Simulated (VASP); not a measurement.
# TiSi2 (Immm) in VASP: a series of runs

The runs below take TiSi2 through single point, with LDA.

All numbers are computed with VASP 6.6.1; they aren't measurements. Logs are shortened: lines on timing, memory, paths and dates and some standing lists are left out, and cuts for length are marked.

**1. The cell of the first run**

The structure is orthorhombic, space group Immm (No. 71). Conventional cell: a = 2.984 Å, b = 3.458 Å, c = 8.490 Å, α = 90.00°, β = 90.00°, γ = 90.00°. Within 3.6 Å of Ti (site symmetry mmm) lie 10 Si at 2.72 to 2.76 Å and 4 Ti at 2.98 to 3.46 Å. Si (site symmetry mm2) has 9 Si at 2.61 to 3.46 Å and 5 Ti at 2.72 to 2.76 Å within 3.5 Å.

**2. Single point, LDA (atoms shifted along a free coordinate)**

The input, INCAR:

```
SYSTEM = TiSi2
  PREC = Accurate
  ENCUT = 520
  EDIFF = 1E-6
  ISMEAR = 0
  SIGMA = 0.15
  LREAL = .False.
  LASPH = .True.
  NELM = 100
  ALGO = Normal
  ISIF = 2
  LWAVE = .False.
  LCHARG = .True.
  LELF = .True.
  LVHAR = .True.
  NBANDS = 17
```

The input, KPOINTS:

```
regular mesh
0
Gamma
  18 18 18
  0 0 0
```

The input, POSCAR:

```
TiSi2
1.0
   -1.4918812718      1.7290134802      4.2450369792
    1.4918812718     -1.7290134802      4.2450369792
    1.4918812718      1.7290134802     -4.2450369792
Ti Si
1 2
Direct
    0.0000000000      0.0000000000      0.0000000000
    0.3248867003      0.3248867003      0.0000000000
    0.6751132997      0.6751132997      0.0000000000
```

Potentials or basis: VASP PAW LDA potentials, release 64 (Ti_sv, Si).

Launch:

```sh
$ cat potpaw_LDA.64/Ti_sv/POTCAR potpaw_LDA.64/Si/POTCAR > POTCAR
$ mpirun -np 1 vasp_std > vasp.out
```

OUTCAR:

```text
SYSTEM = TiSi2
   PREC = Accurate
   ENCUT = 520
   EDIFF = 1E-6
   ISMEAR = 0
   LREAL = .False.
   LASPH = .True.
   NELM = 100
   ISIF = 2

 ion  position               nearest neighbor table
   1  0.000  0.000  0.000-   3 2.72   3 2.72   3 2.72   2 2.72   2 2.72   2 2.72   3 2.72   2 2.72
                             2 2.76   3 2.76
   2  0.325  0.325  0.000-   3 2.61   3 2.61   3 2.61   3 2.61   1 2.72   1 2.72   1 2.72   1 2.72
                             1 2.76   3 2.97
   3  0.675  0.675  0.000-   2 2.61   2 2.61   2 2.61   2 2.61   1 2.72   1 2.72   1 2.72   1 2.72
                             1 2.76   2 2.97

  LATTYP: Found a body centered orthorhombic cell.
 ALAT       =     2.9837625436
 B/A-ratio  =     1.1589484451
 C/A-ratio  =     2.8454254768

  Lattice vectors:

 A1 = (  -1.4918812718,   1.7290134802,   4.2450369792)
 A2 = (   1.4918812718,  -1.7290134802,   4.2450369792)
 A3 = (   1.4918812718,   1.7290134802,  -4.2450369792)

Analysis of symmetry for initial positions (statically):
=====================================================================
 Subroutine PRICEL returns:
 Original cell was already a primitive cell.

 Routine SETGRP: Setting up the symmetry group for a
 body centered orthorhombic supercell.

 Subroutine GETGRP returns: Found  8 space group operations
 (whereof  8 operations were pure point group operations)
 out of a pool of  8 trial point group operations.

The static configuration has the point symmetry D_2h.

Analysis of symmetry for dynamics (positions and initial velocities):
=====================================================================
 Subroutine PRICEL returns:
 Original cell was already a primitive cell.

 Routine SETGRP: Setting up the symmetry group for a
 body centered orthorhombic supercell.

 Subroutine GETGRP returns: Found  8 space group operations
 (whereof  8 operations were pure point group operations)
 out of a pool of  8 trial point group operations.

The dynamic configuration has the point symmetry D_2h.

 Subroutine INISYM returns: Found  8 space group operations
 (whereof  8 operations are pure point group operations),
 and found     1 'primitive' translations

----------------------------------------------------------------------------------------

                                     Primitive cell

  volume of cell :      43.8000

  direct lattice vectors                    reciprocal lattice vectors
    -1.491881272  1.729013480  4.245036979     0.000000000  0.289182245  0.117784604
     1.491881272 -1.729013480  4.245036979     0.335147313  0.000000000  0.117784604
     1.491881272  1.729013480 -4.245036979     0.335147313  0.289182245  0.000000000

  length of vectors
     4.820325331  4.820325331  4.820325331     0.312249234  0.355242079  0.442662504

  position of ions in fractional coordinates (direct lattice)
     0.000000000  0.000000000  0.000000000
     0.324886700  0.324886700  0.000000000
     0.675113300  0.675113300  0.000000000

  ion indices of the primitive-cell ions
   primitive index   ion index
                 1           1
                 2           2
                 3           3

----------------------------------------------------------------------------------------

 KPOINTS: regular mesh

Automatic generation of k-mesh.
 Grid dimensions read from file:
 generate k-points for:   18   18   18

 Generating k-lattice:

  Cartesian coordinates                     Fractional coordinates (reciprocal lattice)
     0.000000000  0.016065680  0.006543589     0.055555556  0.000000000  0.000000000
     0.018619295  0.000000000  0.006543589     0.000000000  0.055555556  0.000000000
     0.018619295  0.016065680  0.000000000     0.000000000  0.000000000  0.055555556

  Length of vectors
     0.017347180  0.019735671  0.024592361

  Shift w.r.t. Gamma in fractional coordinates (k-lattice)
     0.000000000  0.000000000  0.000000000

 Subroutine IBZKPT returns following result:
 ===========================================

 Found    865 irreducible k-points:

 Following reciprocal coordinates:
            Coordinates               Weight
  0.000000  0.000000  0.000000      1.000000
  0.055556 -0.000000  0.000000      4.000000
  0.111111 -0.000000  0.000000      4.000000
  0.166667  0.000000 -0.000000      4.000000
  0.222222  0.000000  0.000000      4.000000
  0.277778  0.000000 -0.000000      4.000000
[... 16 lines left out ...]
 -0.333333  0.055556  0.000000      8.000000
 -0.277778  0.055556  0.000000      8.000000
 [... further k-points ...]
   k-points           NKPTS =    865   k-points in BZ     NKDIM =    865   number of bands    NBANDS=     17
   number of dos      NEDOS =    301   number of ions     NIONS =      3
   total plane-waves  NPLWV =  46656
   dimension x,y,z NGX =    36 NGY =   36 NGZ =   36
   dimension x,y,z NGXF=    72 NGYF=   72 NGZF=   72
   ions per type =               1   2
   NGX,Y,Z   is equivalent  to a cutoff of  12.42, 12.42, 12.42 a.u.
   NGXF,Y,Z  is equivalent  to a cutoff of  24.83, 24.83, 24.83 a.u.
 SYSTEM =  TiSi2
   PREC   = accura    normal or accurate (medium, high low for compatibility)
   ISTART =      0    job   : 0-new  1-cont  2-samecut
   ICHARG =      2    charge: 1-file 2-atom 10-const
   ISPIN  =      1    spin polarized calculation?
   LNONCOLLINEAR =      F non collinear calculations
   LSORBIT =      F    spin-orbit coupling
   LASPH  =      T    aspherical Exc in radial PAW
   ENCUT  =  520.0 eV  38.22 Ry    6.18 a.u.   8.96  8.96  8.96*2*pi/ulx,y,z
   NELM   =    100;   NELMIN=  2; NELMDL= -5     # of ELM steps
   EDIFF  = 0.1E-05   stopping-criterion for ELM
   LREAL  =      F    real-space projection
   EDIFFG = 0.1E-04   stopping-criterion for IOM
   NSW    =      0    number of steps for IOM
   IBRION =     -1    ionic relax: 0-MD 1-quasi-New 2-CG
   NFREE  =      0    steps in history (QN), initial steepest desc. (CG)
   ISIF   =      2    stress and relaxation
   ISYM   =      2    0-nonsym 1-usesym 2-fastsym
   POTIM  = 0.5000    time-step for ionic-motion
   TEBEG  =    0.0;   TEEND  =   0.0 temperature during run
   PSTRESS=    0.0 pullay stress
   NELECT =      20.0000    total number of electrons
   NUPDOWN=      -1.0000    fix difference up-down
   EMIN   =  10.00;   EMAX   =-10.00  energy-range for DOS
   EFERMI =   0.00;   METHOD = LEGACY
   ISMEAR =     0;   SIGMA  =   0.15  broadening in eV -4-tet -1-fermi 0-gaus
   EFERMI_NEDOS =   21; number of points for ismear=-14 and -15
   IALGO  =     38    algorithm
   IMIX   =      4    mixing-type and parameters
     AMIX     =   0.40;   BMIX     =  1.00
     AMIX_MAG =   1.60;   BMIX_MAG =  1.00
  volume/ion in A,a.u.               =      14.60        98.53
  Fermi-wavevector in a.u.,A,eV,Ry     =   1.260647  2.382277 21.622795  1.589231
  Thomas-Fermi vector in A             =   2.394146
   LORBIT       =      0    0 simple, 1 ext, 2 COOP (PROOUT), +10 PAW based schemes
   GGA     = CA    functional components
   LHFCALC =     F    Hartree Fock is set to
   AEXX    =    0.0000 exact exchange contribution
   IVDW    =     0    specifies the selected vdW correction
   LEPSILON=     F    determine dielectric tensor
   LRPA    =     F    only Hartree local field effects (RPA)
 non-spin polarized calculation
 Gauss-broadening in eV      SIGMA  =   0.15
  energy-cutoff  :      520.00
  volume of cell :       43.80
 maximum number of plane-waves:      1208
   NGX = 17   NGY = 17   NGZ = 17

 number of electron      20.0000000 magnetization

 Free energy of the ion-electron system (eV)
  ---------------------------------------------------
  ext. energy  EPLUGINS =         0.00000000
  ---------------------------------------------------
  free energy    TOTEN  =       -21.82608540 eV

  energy without entropy =      -21.80846230  energy(sigma->0) =      -21.81727385

 E-fermi :   9.5251     XC(G=0): -11.7102

 val. band max:        9.5247689677   @ k =  -0.3333   0.4444   0.2778
 cond. band min:       9.5256598628   @ k =   0.2778   0.1111   0.1111
 fundamental gap:      0.0008908951
 Fermi energy:         9.5251102722

 k-point     1 :       0.0000    0.0000    0.0000
  band No.  band energies     occupation
      1     -46.1627      2.00000
      2     -22.8643      2.00000
      3     -22.8504      2.00000
      4     -22.6145      2.00000
      5      -2.8578      2.00000
      6       5.1330      2.00000
[... 9 lines left out ...]
     16      14.5730      0.00000
     17      15.0295      0.00000

 k-point     2 :       0.0556   -0.0000    0.0000
  band No.  band energies     occupation
      1     -46.1625      2.00000
      2     -22.8641      2.00000
      3     -22.8530      2.00000
      4     -22.6143      2.00000
      5      -2.8141      2.00000
      6       4.9263      2.00000
[... 9 lines left out ...]
     16      14.5388      0.00000
     17      15.0844      0.00000

 k-point     3 :       0.1111   -0.0000    0.0000
  band No.  band energies     occupation
      1     -46.1620      2.00000
      2     -22.8636      2.00000
      3     -22.8604      2.00000
      4     -22.6138      2.00000
      5      -2.6836      2.00000
      6       4.5868      2.00000
[... 9 lines left out ...]
     16      14.4699      0.00000
     17      15.2436      0.00000

 k-point     4 :       0.1667    0.0000   -0.0000
  band No.  band energies     occupation
      1     -46.1612      2.00000
      2     -22.8717      2.00000
      3     -22.8627      2.00000
      4     -22.6130      2.00000
      5      -2.4682      2.00000
      6       4.1779      2.00000
[... 9 lines left out ...]
     16      15.0546      0.00000
     17      15.4966      0.00000
[... 343 lines left out ...]
      1     -46.1567      2.00000
      2     -22.9236      2.00000
      3     -22.8573      2.00000
      4     -22.6184      2.00000
      5      -0.8433      2.00000
      6       1.8147      2.00000
[... 9 lines left out ...]
     16      15.7685      0.00000
     17      17.5024      0.00000

 k-point    23 :      -0.3333    0.0556    0.0000
  band No.  band energies     occupation
      1     -46.1574      2.00000
      2     -22.9125      2.00000
      3     -22.8581      2.00000
      4     -22.6192      2.00000
      5      -1.3502      2.00000
      6       2.5152      2.00000
[... 9 lines left out ...]
     16      16.2409      0.00000
     17      17.1781      0.00000

 k-point    24 :      -0.2778    0.0556    0.0000
  band No.  band energies     occupation
      1     -46.1583      2.00000
      2     -22.8989      2.00000
      3     -22.8591      2.00000
      4     -22.6202      2.00000
      5      -1.7900      2.00000
      6       3.2101      2.00000
[... 9 lines left out ...]
     16      16.5616      0.00000
     17      16.8315      0.00000

 [... further k-points ...]

------------------------ aborting loop because EDIFF is reached ----------------------------------------

  FORCE on cell =-STRESS in cart. coord.  units (eV):
  Direction    XX          YY          ZZ          XY          YZ          ZX
  --------------------------------------------------------------------------------------
  -------------------------------------------------------------------------------------
  Total       -2.3189036     -3.1539473     -2.6965352      0.0000000      0.0000000      0.0000000
  in kB      -84.8240834   -115.3694710    -98.6376174      0.0000000      0.0000000      0.0000000
  external PRESSURE =     -99.6103906 kB  Pullay stress =       0.0000000 kB

 VOLUME and BASIS-vectors are now :
 -----------------------------------------------------------------------------
  energy-cutoff  :      520.00
  volume of cell :       43.80
      direct lattice vectors                 reciprocal lattice vectors
    -1.491881272  1.729013480  4.245036979     0.000000000  0.289182245  0.117784604
     1.491881272 -1.729013480  4.245036979     0.335147313  0.000000000  0.117784604
     1.491881272  1.729013480 -4.245036979     0.335147313  0.289182245  0.000000000

 POSITION                                       TOTAL-FORCE (eV/Angst)
 -----------------------------------------------------------------------------------
      0.00000      0.00000      0.00000         0.000000      0.000000      0.000000
      0.00000      0.00000      2.75831        -0.000000     -0.000000      0.416593
      0.00000      0.00000      5.73176         0.000000      0.000000     -0.416593
 -----------------------------------------------------------------------------------
    total drift:                               -0.000000      0.000000      0.000000

  FREE ENERGIE OF THE ION-ELECTRON SYSTEM (eV)
  ---------------------------------------------------
  free  energy   TOTEN  =       -21.8260854046 eV

  energy  without entropy=      -21.8084623034  energy(sigma->0) =      -21.81727385
```

Wall time 5.1 min (1 thread of Intel Xeon 6975P-C (Granite Rapids), shared host); peak memory 0.68 GiB.

What came out:

```
Free energy            : -21.8261 eV
Pressure               : -10.0 GPa
Largest force          : 0.417 eV/Å
Band gap on the k mesh : zero (bands 10 and 11 overlap by 2.16 eV)
```

Forces in eV/Å, atoms in the order of the input:
```
Ti   0.000  0.000  0.000
Si   0.000  0.000  0.417
Si   0.000  0.000 -0.417
```

Stress tensor (GPa, compression positive):
```
 -8.48   0.00   0.00
  0.00 -11.54   0.00
  0.00   0.00  -9.86
```

Levels at points of the mesh, in eV from the Fermi level:
```csv
k point,band 7,band 8,band 9,band 10,band 11,band 12,band 13,band 14
"(0.00, 0.00, 0.00)",-4.07,-2.21,-0.53,0.57,1.81,2.28,3.30,3.59
"(0.50, 0.00, 0.00)",-4.09,-3.58,-0.66,0.93,1.90,2.45,3.34,4.22
"(0.00, 0.50, 0.00)",-3.38,-3.18,-0.82,-0.44,0.92,2.51,3.14,3.94
"(0.50, 0.50, 0.00)",-5.01,-4.87,-2.86,-1.18,-0.40,2.46,2.73,2.93
"(0.50, 0.50, 0.50)",-1.41,-1.21,-0.42,0.47,1.85,2.15,2.33,3.56
```

Caveat: the cell differs from its parent crystal (atoms shifted along a free coordinate); the cell stands under tension.

(Part 1 of 2 ends here.)
